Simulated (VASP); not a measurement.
Here is a VASP 6.6.1 calculation.

Contents of POSCAR:

```
Sc3F
1.0
    4.4318809636      0.0000000000      0.0000000000
    0.0000000000      4.4318809636      0.0000000000
    0.0000000000      0.0000000000      4.4318809636
Sc F
3 1
Direct
    0.0000000000      0.5000000000      0.5000000000
    0.5000000000      0.0000000000      0.5000000000
    0.5000000000      0.5000000000      0.0000000000
    0.0000000000      0.0000000000      0.0000000000
```

File INCAR.step1:

```
SYSTEM = Sc3F
PREC = Accurate
ENCUT = 520
ISMEAR = 0
SIGMA = 0.1
LREAL = .False.
LASPH = .True.
NELM = 60
NBANDS = 28
GGA = PE
ALGO = Normal
EDIFF = 1E-4
LWAVE = .True.
LCHARG = .False.
```

Contents of INCAR.step2:

```
SYSTEM = Sc3F
PREC = Accurate
ENCUT = 520
EDIFF = 1E-6
ISMEAR = 0
SIGMA = 0.1
LREAL = .False.
LASPH = .True.
NELM = 60
ALGO = Normal
ISIF = 2
LWAVE = .False.
LCHARG = .False.
METAGGA = R2SCAN
LMIXTAU = .True.
NBANDS = 28
ISTART = 1
```

The input KPOINTS:

```
Automatic mesh
0
Gamma
  4 4 4
  0 0 0
```

Potentials or basis: VASP PAW PBE potentials, release 64 (Sc_sv, F).

The run is started by

```console
$ cat potpaw_PBE.64/Sc_sv/POTCAR potpaw_PBE.64/F/POTCAR > POTCAR
$ cp INCAR.step1 INCAR
$ mpirun -np 1 vasp_std > vasp.out
$ cp INCAR.step2 INCAR
$ mpirun -np 1 vasp_std > vasp.out
```

What does it give for the pressure?

0.3 GPa.

Predict the band gap on the k mesh.

zero (band 20 reaches 3.70 eV, above the bottom of band 21 at 3.25 eV).

Caveat: the PAW data sets were made with another functional, which shifts forces and pressure a little.
